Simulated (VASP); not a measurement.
# Ag in VASP: a series of runs

The runs below take Ag through single point, with LDA.

Everything below comes from runs of VASP 6.6.1. Logs are shortened: lines on timing, memory, paths and dates and some standing lists are left out, and cuts for length are marked.

## Step 1: The cell of the first run

The typed cell holds 2 atoms: a = 2.965 Å, b = 2.965 Å, c = 4.846 Å, α = 90.00°, β = 90.00°, γ = 120.00°.

## Step 2: Single point, LDA

INCAR reads:

```
SYSTEM = Ag
  PREC = Accurate
  ENCUT = 520
  EDIFF = 1E-6
  ISMEAR = -1
  SIGMA = 0.1
  LREAL = .FALSE.
  LASPH = .TRUE.
  NELM = 100
  ALGO = Normal
  ISIF = 2
  LWAVE = .FALSE.
  LCHARG = .FALSE.
  GGA = CA
  NBANDS = 18
```

KPOINTS reads:

```
Automatic mesh
0
G
  7 7 4
  0 0 0
```

POSCAR reads:

```
Ag
1.0
    2.9645157800      0.0000000000      0.0000000000
   -1.4822578900      2.5673414900      0.0000000000
    0.0000000000      0.0000000000      4.8464268100
Ag
2
Direct
    0.3333000000      0.6667000000      0.2500000000
    0.6666000000      0.3333000000      0.7500000000
```

Potentials or basis: VASP PAW LDA potentials, release 64 (Ag).

Started as:

```sh
$ cat potpaw_LDA.64/Ag/POTCAR > POTCAR
$ mpirun -np 1 vasp_std > vasp.out
```

OUTCAR:

```text
SYSTEM = Ag
   PREC = Accurate
   ENCUT = 520
   EDIFF = 1E-6
   ISMEAR = -1
   LREAL = .FALSE.
   LASPH = .TRUE.
   NELM = 100
   ISIF = 2
   GGA = CA

 ion  position               nearest neighbor table
   1  0.333  0.667  0.250-   2 2.97   2 2.97   2 2.97   2 2.97   2 2.97   2 2.97
   2  0.667  0.333  0.750-   1 2.97   1 2.97   1 2.97   1 2.97   1 2.97   1 2.97

  LATTYP: Found a hexagonal cell.
 ALAT       =     2.9645157800
 C/A-ratio  =     1.6348122829

  Lattice vectors:

 A1 = (   2.9645157800,   0.0000000000,   0.0000000000)
 A2 = (  -1.4822578900,   2.5673414900,   0.0000000000)
 A3 = (   0.0000000000,   0.0000000000,   4.8464268100)

Analysis of symmetry for initial positions (statically):
=====================================================================
 Subroutine PRICEL returns:
 Original cell was already a primitive cell.

 Routine SETGRP: Setting up the symmetry group for a
 hexagonal supercell.

 Subroutine GETGRP returns: Found  8 space group operations
 (whereof  2 operations were pure point group operations)
 out of a pool of 24 trial point group operations.

The static configuration has the point symmetry C_2 .
 The point group associated with its full space group is D_2h.

Analysis of symmetry for dynamics (positions and initial velocities):
=====================================================================
 Subroutine PRICEL returns:
 Original cell was already a primitive cell.

 Routine SETGRP: Setting up the symmetry group for a
 hexagonal supercell.

 Subroutine GETGRP returns: Found  8 space group operations
 (whereof  2 operations were pure point group operations)
 out of a pool of 24 trial point group operations.

The dynamic configuration has the point symmetry C_2 .
 The point group associated with its full space group is D_2h.

 Subroutine INISYM returns: Found  8 space group operations
 (whereof  2 operations are pure point group operations),
 and found     1 'primitive' translations

----------------------------------------------------------------------------------------

                                     Primitive cell

  volume of cell :      36.8858

  direct lattice vectors                    reciprocal lattice vectors
     2.964515780  0.000000000  0.000000000     0.337323217  0.194753990  0.000000000
    -1.482257890  2.567341490  0.000000000     0.000000000  0.389507981  0.000000000
     0.000000000  0.000000000  4.846426810     0.000000000  0.000000000  0.206337584

  length of vectors
     2.964515780  2.964511896  4.846426810     0.389507470  0.389507981  0.206337584

  position of ions in fractional coordinates (direct lattice)
     0.333300000  0.666700000  0.250000000
     0.666600000  0.333300000  0.750000000

  ion indices of the primitive-cell ions
   primitive index   ion index
                 1           1
                 2           2

----------------------------------------------------------------------------------------

 KPOINTS: Automatic mesh

Automatic generation of k-mesh.
 Grid dimensions read from file:
 generate k-points for:    7    7    4

 Generating k-lattice:

  Cartesian coordinates                     Fractional coordinates (reciprocal lattice)
     0.048189031  0.027821999  0.000000000     0.142857143  0.000000000  0.000000000
     0.000000000  0.055643997  0.000000000     0.000000000  0.142857143  0.000000000
     0.000000000  0.000000000  0.051584396     0.000000000  0.000000000  0.250000000

  Length of vectors
     0.055643924  0.055643997  0.051584396

  Shift w.r.t. Gamma in fractional coordinates (k-lattice)
     0.000000000  0.000000000  0.000000000

 Subroutine IBZKPT returns following result:
 ===========================================

 Found     48 irreducible k-points:

 Following reciprocal coordinates:
            Coordinates               Weight
  0.000000  0.000000  0.000000      1.000000
  0.142857  0.000000  0.000000      4.000000
  0.000000  0.142857  0.000000      2.000000
  0.285714  0.000000  0.000000      4.000000
  0.000000  0.285714  0.000000      2.000000
  0.428571  0.000000  0.000000      4.000000
[... 16 lines left out ...]
  0.000000  0.428571  0.250000      4.000000
  0.142857  0.142857  0.250000      8.000000
 [... further k-points ...]
   k-points           NKPTS =     48   k-points in BZ     NKDIM =     48   number of bands    NBANDS=     18
   number of dos      NEDOS =    301   number of ions     NIONS =      2
   total plane-waves  NPLWV =  20736
   dimension x,y,z NGX =    24 NGY =   24 NGZ =   36
   dimension x,y,z NGXF=    48 NGYF=   48 NGZF=   72
   ions per type =               2
   NGX,Y,Z   is equivalent  to a cutoff of  13.46, 13.46, 12.35 a.u.
   NGXF,Y,Z  is equivalent  to a cutoff of  26.92, 26.92, 24.70 a.u.
 SYSTEM =  Ag
   PREC   = accura    normal or accurate (medium, high low for compatibility)
   ISTART =      0    job   : 0-new  1-cont  2-samecut
   ICHARG =      2    charge: 1-file 2-atom 10-const
   ISPIN  =      1    spin polarized calculation?
   LNONCOLLINEAR =      F non collinear calculations
   LSORBIT =      F    spin-orbit coupling
   LASPH  =      T    aspherical Exc in radial PAW
   ENCUT  =  520.0 eV  38.22 Ry    6.18 a.u.   5.51  5.51  9.01*2*pi/ulx,y,z
   NELM   =    100;   NELMIN=  2; NELMDL= -5     # of ELM steps
   EDIFF  = 0.1E-05   stopping-criterion for ELM
   LREAL  =      F    real-space projection
   EDIFFG = 0.1E-04   stopping-criterion for IOM
   NSW    =      0    number of steps for IOM
   IBRION =     -1    ionic relax: 0-MD 1-quasi-New 2-CG
   NFREE  =      0    steps in history (QN), initial steepest desc. (CG)
   ISIF   =      2    stress and relaxation
   ISYM   =      2    0-nonsym 1-usesym 2-fastsym
   POTIM  = 0.5000    time-step for ionic-motion
   TEBEG  =    0.0;   TEEND  =   0.0 temperature during run
   PSTRESS=    0.0 pullay stress
   NELECT =      22.0000    total number of electrons
   NUPDOWN=      -1.0000    fix difference up-down
   EMIN   =  10.00;   EMAX   =-10.00  energy-range for DOS
   EFERMI =   0.00;   METHOD = LEGACY
   ISMEAR =    -1;   SIGMA  =   0.10  broadening in eV -4-tet -1-fermi 0-gaus
   EFERMI_NEDOS =   21; number of points for ismear=-14 and -15
   IALGO  =     38    algorithm
   IMIX   =      4    mixing-type and parameters
     AMIX     =   0.40;   BMIX     =  1.00
     AMIX_MAG =   1.60;   BMIX_MAG =  1.00
  volume/ion in A,a.u.               =      18.44       124.46
  Fermi-wavevector in a.u.,A,eV,Ry     =   1.378043  2.604123 25.837490  1.899002
  Thomas-Fermi vector in A             =   2.503141
   LORBIT       =      0    0 simple, 1 ext, 2 COOP (PROOUT), +10 PAW based schemes
   GGA     = CA    functional components
   LHFCALC =     F    Hartree Fock is set to
   AEXX    =    0.0000 exact exchange contribution
   IVDW    =     0    specifies the selected vdW correction
   LEPSILON=     F    determine dielectric tensor
   LRPA    =     F    only Hartree local field effects (RPA)
 non-spin polarized calculation
  energy-cutoff  :      520.00
  volume of cell :       36.89
 maximum number of plane-waves:      1038
 NGX is ok and might be reduce to    24
   NGX = 11   NGY = 11   NGZ = 19

 number of electron      21.9999994 magnetization

 Free energy of the ion-electron system (eV)
  ---------------------------------------------------
  ext. energy  EPLUGINS =         0.00000000
  ---------------------------------------------------
  free energy    TOTEN  =        -7.36821265 eV

  energy without entropy =       -7.34959548  energy(sigma->0) =       -7.35890407

 E-fermi :   7.0921     XC(G=0): -12.1273

 val. band max:        6.8601830072   @ k =   0.0000   0.0000   0.0000
 cond. band min:       7.1213170676   @ k =  -0.2857   0.1429   0.2500
 fundamental gap:      0.2611340604
 Fermi energy:         7.0920564997

 k-point     1 :       0.0000    0.0000    0.0000
  band No.  band energies     occupation
      1      -0.1789      2.00000
      2       1.1583      2.00000
      3       2.5727      2.00000
      4       2.6672      2.00000
      5       2.6672      2.00000
      6       2.8742      2.00000
[... 10 lines left out ...]
     17      24.3223      0.00000
     18      24.5874      0.00000

 k-point     2 :       0.1429    0.0000    0.0000
  band No.  band energies     occupation
      1       0.3339      2.00000
      2       1.4236      2.00000
      3       2.3798      2.00000
      4       2.7554      2.00000
      5       2.9067      2.00000
      6       2.9266      2.00000
[... 10 lines left out ...]
     17      24.6763      0.00000
     18      24.9698      0.00000

 k-point     3 :       0.0000    0.1429    0.0000
  band No.  band energies     occupation
      1       0.3339      2.00000
      2       1.4236      2.00000
      3       2.3797      2.00000
      4       2.7553      2.00000
      5       2.9066      2.00000
      6       2.9267      2.00000
[... 10 lines left out ...]
     17      24.6762      0.00000
     18      24.9698      0.00000

 k-point     4 :       0.2857    0.0000    0.0000
  band No.  band energies     occupation
      1       1.3321      2.00000
      2       1.5596      2.00000
      3       2.1309      2.00000
      4       2.6014      2.00000
      5       2.7602      2.00000
      6       2.7898      2.00000
[... 375 lines left out ...]
      4       2.1335      2.00000
      5       2.8071      2.00000
      6       3.2253      2.00000
[... 10 lines left out ...]
     17      20.0810      0.00000
     18      22.6980      0.00000

 k-point    23 :       0.0000    0.4286    0.2500
  band No.  band energies     occupation
      1       1.2190      2.00000
      2       1.4018      2.00000
      3       2.0255      2.00000
      4       2.1332      2.00000
      5       2.8072      2.00000
      6       3.2256      2.00000
[... 10 lines left out ...]
     17      20.0806      0.00000
     18      22.6980      0.00000

 k-point    24 :       0.1429    0.1429    0.2500
  band No.  band energies     occupation
      1       1.4184      2.00000
      2       1.8801      2.00000
      3       2.2090      2.00000
      4       2.2713      2.00000
      5       2.6182      2.00000
      6       2.7947      2.00000
[... 10 lines left out ...]
     17      21.1557      0.00000
     18      23.3121      0.00000

 [... further k-points ...]
[... 5 lines left out ...]
  --------------------------------------------------------------------------------------
  -------------------------------------------------------------------------------------
  Total       -3.0610142     -3.0606835     -2.8687186      0.0000000     -0.0000000      0.0000000
  in kB     -132.9587292   -132.9443656   -124.6061468      0.0000000     -0.0000000      0.0000000
  external PRESSURE =    -130.1697472 kB  Pullay stress =       0.0000000 kB

 VOLUME and BASIS-vectors are now :
 -----------------------------------------------------------------------------
  energy-cutoff  :      520.00
  volume of cell :       36.89
      direct lattice vectors                 reciprocal lattice vectors
     2.964515780  0.000000000  0.000000000     0.337323217  0.194753990  0.000000000
    -1.482257890  2.567341490  0.000000000     0.000000000  0.389507981  0.000000000
     0.000000000  0.000000000  4.846426810     0.000000000  0.000000000  0.206337584

 POSITION                                       TOTAL-FORCE (eV/Angst)
 -----------------------------------------------------------------------------------
     -0.00015      1.71165      1.21161         0.000000     -0.000090      0.000000
      1.48211      0.85569      3.63482         0.000000      0.000090     -0.000000
 -----------------------------------------------------------------------------------
    total drift:                               -0.000001     -0.000000     -0.000000

  FREE ENERGIE OF THE ION-ELECTRON SYSTEM (eV)
  ---------------------------------------------------
  free  energy   TOTEN  =        -7.3682126526 eV

  energy  without entropy=       -7.3495954846  energy(sigma->0) =       -7.35890407
```

It took 8 s on 1 thread of Intel Xeon 6975P-C (Granite Rapids), shared host; peak memory 0.14 GiB.

What came out:

| Property | Result |
| --- | --- |
| Free energy | -7.3682 eV |
| Pressure | -13.0 GPa |
| Band gap on the k mesh | zero (band 11 reaches 9.43 eV, above the bottom of band 12 at 3.80 eV) |

Stress tensor (GPa, compression positive):
```
-13.30   0.00   0.00
  0.00 -13.29   0.00
  0.00   0.00 -12.46
```

Levels at points of the mesh, in eV from the Fermi level:
```tsv
k point	band 9	band 10	band 11	band 12	band 13	band 14
(0.00, 0.00, 0.00)	-3.90	-3.01	-3.01	-0.23	3.12	15.46
(0.00, 0.00, 0.50)	-3.29	-3.29	-3.29	-3.29	10.50	10.50
```

## Step 3: Single point, LDA

INCAR reads:

```
SYSTEM = Ag
  PREC = Accurate
  ENCUT = 520
  EDIFF = 1E-6
  ISMEAR = -1
  SIGMA = 0.1
  LREAL = .False.
  LASPH = .True.
  NELM = 80
  ALGO = Normal
  ISIF = 2
  LWAVE = .False.
  LCHARG = .False.
  NBANDS = 18
```

KPOINTS reads:

```
Automatic mesh
0
Gamma
  7 7 4
  0 0 0
```

POSCAR is that of step 2.

Potentials or basis: VASP PAW LDA potentials, release 64 (Ag).

Started as:

```sh
$ cat potpaw_LDA.64/Ag/POTCAR > POTCAR
$ mpirun -np 1 vasp_std > vasp.out
```

OUTCAR:

```text
SYSTEM = Ag
   PREC = Accurate
   ENCUT = 520
   EDIFF = 1E-6
   ISMEAR = -1
   LREAL = .False.
   LASPH = .True.
   NELM = 80
   ISIF = 2

 ion  position               nearest neighbor table
   1  0.333  0.667  0.250-   2 2.97   2 2.97   2 2.97   2 2.97   2 2.97   2 2.97
   2  0.667  0.333  0.750-   1 2.97   1 2.97   1 2.97   1 2.97   1 2.97   1 2.97

  LATTYP: Found a hexagonal cell.
 ALAT       =     2.9645157800
 C/A-ratio  =     1.6348122829

  Lattice vectors:

 A1 = (   2.9645157800,   0.0000000000,   0.0000000000)
 A2 = (  -1.4822578900,   2.5673414900,   0.0000000000)
 A3 = (   0.0000000000,   0.0000000000,   4.8464268100)

Analysis of symmetry for initial positions (statically):
=====================================================================
 Subroutine PRICEL returns:
 Original cell was already a primitive cell.

 Routine SETGRP: Setting up the symmetry group for a
 hexagonal supercell.

 Subroutine GETGRP returns: Found  8 space group operations
 (whereof  2 operations were pure point group operations)
 out of a pool of 24 trial point group operations.

[... 155 lines left out ...]

 Free energy of the ion-electron system (eV)
  ---------------------------------------------------
  ext. energy  EPLUGINS =         0.00000000
  ---------------------------------------------------
  free energy    TOTEN  =        -7.36821265 eV

  energy without entropy =       -7.34959548  energy(sigma->0) =       -7.35890407

 E-fermi :   7.0921     XC(G=0): -12.1273

 val. band max:        6.8601830072   @ k =   0.0000   0.0000   0.0000
 cond. band min:       7.1213170676   @ k =  -0.2857   0.1429   0.2500
 fundamental gap:      0.2611340604
 Fermi energy:         7.0920564997

 k-point     1 :       0.0000    0.0000    0.0000
  band No.  band energies     occupation
      1      -0.1789      2.00000
      2       1.1583      2.00000
      3       2.5727      2.00000
      4       2.6672      2.00000
      5       2.6672      2.00000
      6       2.8742      2.00000
[... 481 lines left out ...]
      5       2.6182      2.00000
      6       2.7947      2.00000
[... 10 lines left out ...]
     17      21.1557      0.00000
     18      23.3121      0.00000

 [... further k-points ...]
[... 5 lines left out ...]
  --------------------------------------------------------------------------------------
  -------------------------------------------------------------------------------------
  Total       -3.0610142     -3.0606835     -2.8687186      0.0000000     -0.0000000      0.0000000
  in kB     -132.9587292   -132.9443656   -124.6061468      0.0000000     -0.0000000      0.0000000
  external PRESSURE =    -130.1697472 kB  Pullay stress =       0.0000000 kB

 VOLUME and BASIS-vectors are now :
 -----------------------------------------------------------------------------
  energy-cutoff  :      520.00
  volume of cell :       36.89
      direct lattice vectors                 reciprocal lattice vectors
     2.964515780  0.000000000  0.000000000     0.337323217  0.194753990  0.000000000
    -1.482257890  2.567341490  0.000000000     0.000000000  0.389507981  0.000000000
     0.000000000  0.000000000  4.846426810     0.000000000  0.000000000  0.206337584

 POSITION                                       TOTAL-FORCE (eV/Angst)
 -----------------------------------------------------------------------------------
     -0.00015      1.71165      1.21161         0.000000     -0.000090      0.000000
      1.48211      0.85569      3.63482         0.000000      0.000090     -0.000000
 -----------------------------------------------------------------------------------
    total drift:                               -0.000001     -0.000000     -0.000000

  FREE ENERGIE OF THE ION-ELECTRON SYSTEM (eV)
  ---------------------------------------------------
  free  energy   TOTEN  =        -7.3682126526 eV

  energy  without entropy=       -7.3495954846  energy(sigma->0) =       -7.35890407
```

Run time: 7.5 s. Hardware: 1 thread of Intel Xeon 6975P-C (Granite Rapids), shared host; peak memory 0.15 GiB.

What came out:

```
Free energy            : -7.3682 eV
Pressure               : -13.0 GPa
Band gap on the k mesh : zero (band 11 reaches 9.43 eV, above the bottom of band 12 at 3.80 eV)
```

Levels at points of the mesh, in eV from the Fermi level:
```tsv
k point	band 9	band 10	band 11	band 12	band 13	band 14
(0.00, 0.00, 0.00)	-3.90	-3.01	-3.01	-0.23	3.12	15.46
(0.00, 0.00, 0.50)	-3.29	-3.29	-3.29	-3.29	10.50	10.50
```

## Step 4: Single point, LDA

INCAR reads:

```
SYSTEM = Ag
ALGO     = Normal         ! electronic algorithm
EDIFF    = 1E-6           ! SCF threshold, eV
ENCUT    = 520            ! plane-wave cutoff, eV
ISIF     = 2              ! what is computed and relaxed
ISMEAR   = -5             ! smearing method
LASPH    = .True.         ! aspherical terms in the spheres
LCHARG   = .False.        ! write CHGCAR
LREAL    = .False.        ! projectors in reciprocal space
LWAVE    = .False.        ! write WAVECAR
NBANDS   = 18             ! bands
NELM     = 60             ! most SCF steps
PREC     = Accurate       ! precision mode
SIGMA    = 0.1            ! smearing width, eV
```

KPOINTS reads:

```
k-points
0
Gamma
  7 7 4
  0 0 0
```

POSCAR is that of step 3.

Started as:

```sh
$ cat potpaw_LDA.64/Ag/POTCAR > POTCAR
$ mpirun -np 1 vasp_std > vasp.out
```

It took 7.8 s on 1 thread of Intel Xeon 6975P-C (Granite Rapids), shared host; peak memory 0.14 GiB.

Results (log left out):

```
Free energy            : -7.3514 eV
Pressure               : -13.0 GPa
Band gap on the k mesh : zero (band 11 reaches 9.43 eV, above the bottom of band 12 at 3.80 eV)
```

Stress tensor (GPa, compression positive):
```
-13.06   0.00   0.00
  0.00 -13.07   0.00
  0.00   0.00 -12.91
```

Levels at points of the mesh, in eV from the Fermi level:
| k point | band 8 | band 9 | band 10 | band 11 | band 12 | band 13 | band 14 | band 15 |
| --- | --- | --- | --- | --- | --- | --- | --- | --- |
| (0.00, 0.00, 0.00) | -3.96 | -3.96 | -3.06 | -3.06 | -0.29 | 3.07 | 15.40 | 17.16 |
| (0.00, 0.00, 0.50) | -4.32 | -3.34 | -3.34 | -3.34 | -3.34 | 10.45 | 10.45 | 15.71 |

Caveat: tetrahedron occupations give inexact forces and stress in metals.
